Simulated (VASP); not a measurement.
# Ge in VASP: further runs

Runs on Ge. Level: PBE. Tasks: single point.

All numbers are computed with VASP 6.6.1; they aren't measurements. Logs are shortened: lines on timing, memory, paths and dates and some standing lists are left out, and cuts for length are marked.

### Step 1. The cell of the first run

The cell holds a slab with vacuum, 2 atoms: a = 4.044 Å, b = 4.044 Å, c = 24.793 Å, α = 90.00°, β = 90.00°, γ = 120.00°.

### Step 2. Single point, PBE

INCAR

```
SYSTEM = Ge
  PREC = Accurate
  ENCUT = 520
  EDIFF = 1E-7
  ISMEAR = 0
  SIGMA = 0.1
  LREAL = .FALSE.
  LASPH = .TRUE.
  NELM = 80
  ALGO = Normal
  ISIF = 2
  LWAVE = .FALSE.
  LCHARG = .FALSE.
  LDIPOL = .TRUE.
  IDIPOL = 3
  DIPOL = 0.5 0.5 0.373
  GGA = PE
  NBANDS = 21
```

KPOINTS

```
regular mesh
0
G
  12 12 1
  0 0 0
```

POSCAR

```
Ge
1.0
    4.0438254750      0.0000000000      0.0000000000
   -2.0219127375      3.5020555898      0.0000000000
    0.0000000000      0.0000000000     24.7926398800
Ge
2
Direct
    0.3333333333      0.6666666667      0.3593474331
    0.6666666667      0.3333333333      0.3866933285
```

Potentials or basis: VASP PAW PBE potentials, release 64 (Ge_d).

On the command line:

```console
$ cat potpaw_PBE.64/Ge_d/POTCAR > POTCAR
$ mpirun -np 1 vasp_std > vasp.out
```

OUTCAR:

```text
SYSTEM = Ge
   PREC = Accurate
   ENCUT = 520
   EDIFF = 1E-7
   ISMEAR = 0
   LREAL = .FALSE.
   LASPH = .TRUE.
   NELM = 80
   ISIF = 2
   GGA = PE

 ion  position               nearest neighbor table
   1  0.333  0.667  0.359-   2 2.43   2 2.43   2 2.43
   2  0.667  0.333  0.387-   1 2.43   1 2.43   1 2.43

  LATTYP: Found a hexagonal cell.
 ALAT       =     4.0438254750
 C/A-ratio  =     6.1309866198

  Lattice vectors:

 A1 = (   4.0438254750,   0.0000000000,   0.0000000000)
 A2 = (  -2.0219127375,   3.5020555898,   0.0000000000)
 A3 = (   0.0000000000,   0.0000000000,  24.7926398800)

Analysis of symmetry for initial positions (statically):
=====================================================================
 Subroutine PRICEL returns:
 Original cell was already a primitive cell.

 Routine SETGRP: Setting up the symmetry group for a
 hexagonal supercell.

 Subroutine GETGRP returns: Found 12 space group operations
 (whereof  6 operations were pure point group operations)
 out of a pool of 24 trial point group operations.

The static configuration has the point symmetry C_3v.
 The point group associated with its full space group is D_3d.

Analysis of symmetry for dynamics (positions and initial velocities):
=====================================================================
 Subroutine PRICEL returns:
 Original cell was already a primitive cell.

 Routine SETGRP: Setting up the symmetry group for a
 hexagonal supercell.

 Subroutine GETGRP returns: Found 12 space group operations
 (whereof  6 operations were pure point group operations)
 out of a pool of 24 trial point group operations.

The dynamic configuration has the point symmetry C_3v.
 The point group associated with its full space group is D_3d.

 Subroutine INISYM returns: Found 12 space group operations
 (whereof  6 operations are pure point group operations),
 and found     1 'primitive' translations

----------------------------------------------------------------------------------------

                                     Primitive cell

  volume of cell :     351.1060

  direct lattice vectors                    reciprocal lattice vectors
[... 80 lines left out ...]
   NELM   =     80;   NELMIN=  2; NELMDL= -5     # of ELM steps
   EDIFF  = 0.1E-06   stopping-criterion for ELM
   LREAL  =      F    real-space projection
   EDIFFG = 0.1E-05   stopping-criterion for IOM
   NSW    =      0    number of steps for IOM
   IBRION =     -1    ionic relax: 0-MD 1-quasi-New 2-CG
   NFREE  =      0    steps in history (QN), initial steepest desc. (CG)
   ISIF   =      2    stress and relaxation
   ISYM   =      2    0-nonsym 1-usesym 2-fastsym
   POTIM  = 0.5000    time-step for ionic-motion
   TEBEG  =    0.0;   TEEND  =   0.0 temperature during run
   PSTRESS=    0.0 pullay stress
   NELECT =      28.0000    total number of electrons
   NUPDOWN=      -1.0000    fix difference up-down
   EMIN   =  10.00;   EMAX   =-10.00  energy-range for DOS
   EFERMI =   0.00;   METHOD = LEGACY
   ISMEAR =     0;   SIGMA  =   0.10  broadening in eV -4-tet -1-fermi 0-gaus
   EFERMI_NEDOS =   21; number of points for ismear=-14 and -15
   IALGO  =     38    algorithm
   IMIX   =      4    mixing-type and parameters
     AMIX     =   0.40;   BMIX     =  1.00
     AMIX_MAG =   1.60;   BMIX_MAG =  1.00
  volume/ion in A,a.u.               =     175.55      1184.69
  Fermi-wavevector in a.u.,A,eV,Ry     =   0.704663  1.331620  6.755971  0.496550
  Thomas-Fermi vector in A             =   1.789965
   LORBIT       =      0    0 simple, 1 ext, 2 COOP (PROOUT), +10 PAW based schemes
   GGA     = PE    functional components
   LHFCALC =     F    Hartree Fock is set to
   AEXX    =    0.0000 exact exchange contribution
   IVDW    =     0    specifies the selected vdW correction
   LEPSILON=     F    determine dielectric tensor
   LRPA    =     F    only Hartree local field effects (RPA)
 non-spin polarized calculation
 Gauss-broadening in eV      SIGMA  =   0.10
  energy-cutoff  :      520.00
  volume of cell :      351.11
 maximum number of plane-waves:      9525
   NGX = 15   NGY = 15   NGZ = 93

 dipolmoment           0.000000      0.000000     -0.000000 electrons x Angstroem

 number of electron      27.9999998 magnetization

 dipolmoment           0.000000      0.000000      0.000000 electrons x Angstroem

 Free energy of the ion-electron system (eV)
  ---------------------------------------------------
  ext. energy  EPLUGINS =         0.00000000
  ---------------------------------------------------
  free energy    TOTEN  =        -8.07864540 eV

  energy without entropy =       -8.07707821  energy(sigma->0) =       -8.07786181

 E-fermi :  -3.2840     XC(G=0):  -1.8471

 val. band max:       -3.2839613266   @ k =   0.3333   0.3333   0.0000
 cond. band min:      -3.2839608404   @ k =   0.3333   0.3333   0.0000
 fundamental gap:      0.0000004862
 Fermi energy:        -3.2839610835

 k-point     1 :       0.0000    0.0000    0.0000
  band No.  band energies     occupation
      1     -27.8059      2.00000
      2     -27.8059      2.00000
      3     -27.7589      2.00000
      4     -27.7585      2.00000
      5     -27.7585      2.00000
      6     -27.6890      2.00000
[... 445 lines left out ...]
     20       3.5639      0.00000
     21       3.7434      0.00000

------------------------ aborting loop because EDIFF is reached ----------------------------------------

 vacuum level on the upper side and lower side of the slab       (xc-potential included)        -0.007        -0.007

  FORCE on cell =-STRESS in cart. coord.  units (eV):
  Direction    XX          YY          ZZ          XY          YZ          ZX
  --------------------------------------------------------------------------------------
  -------------------------------------------------------------------------------------
  Total       -0.0315268     -0.0315268     -0.0123990      0.0000000     -0.0000000     -0.0000000
  in kB       -0.1438640     -0.1438640     -0.0565795      0.0000000     -0.0000000     -0.0000000
  external PRESSURE =      -0.1147691 kB  Pullay stress =       0.0000000 kB

 VOLUME and BASIS-vectors are now :
 -----------------------------------------------------------------------------
  energy-cutoff  :      520.00
  volume of cell :      351.11
      direct lattice vectors                 reciprocal lattice vectors
     4.043825475  0.000000000  0.000000000     0.247290593  0.142773290  0.000000000
    -2.021912738  3.502055590  0.000000000     0.000000000  0.285546581  0.000000000
     0.000000000  0.000000000 24.792639880     0.000000000  0.000000000  0.040334551

 POSITION                                       TOTAL-FORCE (eV/Angst)
 -----------------------------------------------------------------------------------
     -0.00000      2.33470      8.90917        -0.000000      0.000000     -0.002933
      2.02191      1.16735      9.58715         0.000000     -0.000000      0.002933
 -----------------------------------------------------------------------------------
    total drift:                               -0.000000      0.000000     -0.000005

  FREE ENERGIE OF THE ION-ELECTRON SYSTEM (eV)
  ---------------------------------------------------
  free  energy   TOTEN  =        -8.0786454023 eV

  energy  without entropy=       -8.0770782090  energy(sigma->0) =       -8.07786181

 vacuum level on the upper side and lower side of the slab         1.176         1.176
```

OSZICAR:

```text
N       E                     dE             d eps       ncg     rms          rms(c)
DAV:   1     0.156574331683E+03    0.15657E+03   -0.14058E+04   950   0.136E+03
DAV:   2     0.899276727494E+01   -0.14758E+03   -0.14345E+03  1063   0.268E+02
DAV:   3    -0.747391257071E+01   -0.16467E+02   -0.16422E+02  1041   0.112E+02
DAV:   4    -0.820266583743E+01   -0.72875E+00   -0.72830E+00  1049   0.265E+01
[... 12 lines left out ...]
DAV:  17    -0.807863340965E+01   -0.24092E-04   -0.10449E-06   762   0.739E-03    0.407E-04
DAV:  18    -0.807864112354E+01   -0.77139E-05   -0.16861E-07   797   0.157E-03    0.358E-04
DAV:  19    -0.807864472838E+01   -0.36048E-05   -0.11270E-07   742   0.150E-03    0.126E-04
DAV:  20    -0.807864534605E+01   -0.61767E-06   -0.12724E-08   774   0.825E-04    0.707E-05
DAV:  21    -0.807864540225E+01   -0.56207E-07   -0.10952E-10   658   0.198E-04
   1 F= -.80786454E+01 E0= -.80778618E+01  d E =-.156719E-02
```

Wall time 3.2 min (1 thread of Intel Xeon Platinum 8375C at 2.90GHz (Ice Lake), shared host); peak memory 0.47 GiB.

Results:

```
Free energy            : -8.0786 eV
Band gap on the k mesh : zero (filled and empty bands touch)
```

Forces on the atoms (eV/Å):
```
Ge   0.000  0.000 -0.003
Ge   0.000  0.000  0.003
```

### Step 3. Single point, PBE

INCAR

```
PREC = Accurate
ENCUT = 520
EDIFF = 1E-7
ISMEAR = 0
SIGMA = 0.1
LREAL = False
LASPH = True
NELM = 80
ALGO = Normal
ISIF = 2
LWAVE = False
LCHARG = False
LDIPOL = True
IDIPOL = 3
DIPOL = 0.5 0.5 0.373
GGA = PE
NBANDS = 21
```

KPOINTS

```
regular mesh
0
Gamma
  12 12 1
```

POSCAR

```
Ge
1.0
    4.0433260943      0.0000000000      0.0000000000
   -2.0216630472      3.5016231135      0.0000000000
    0.0000000000      0.0000000000     24.7926398800
Ge
2
Direct
    0.3333333333      0.6666666667      0.3592823659
    0.6666666667      0.3333333333      0.3867583957
```

Potentials or basis: VASP PAW PBE potentials, release 64 (Ge_d).

On the command line:

```console
$ cat potpaw_PBE.64/Ge_d/POTCAR > POTCAR
$ mpirun -np 1 vasp_std > vasp.out
```

It took 3.6 min on 1 thread of Intel Xeon Platinum 8375C at 2.90GHz (Ice Lake), shared host; peak memory 0.47 GiB.

It converged, with:

```
Free energy            : -8.0786 eV
Largest force          : 0.009 eV/Å
Band gap on the k mesh : zero (filled and empty bands touch)
```

Forces on the atoms (eV/Å):
```
Ge   0.000  0.000  0.009
Ge   0.000  0.000 -0.009
```

Levels at points of the mesh, in eV from the Fermi level:
```csv
k point,band 12,band 13,band 14,band 15,band 16,band 17
"(0.00, 0.00, 0.00)",-3.52,-0.48,-0.48,0.47,2.32,3.86
"(0.50, 0.00, 0.00)",-7.40,-2.00,-1.16,0.69,1.62,5.45
```

(Continued in part 2 of 2.)
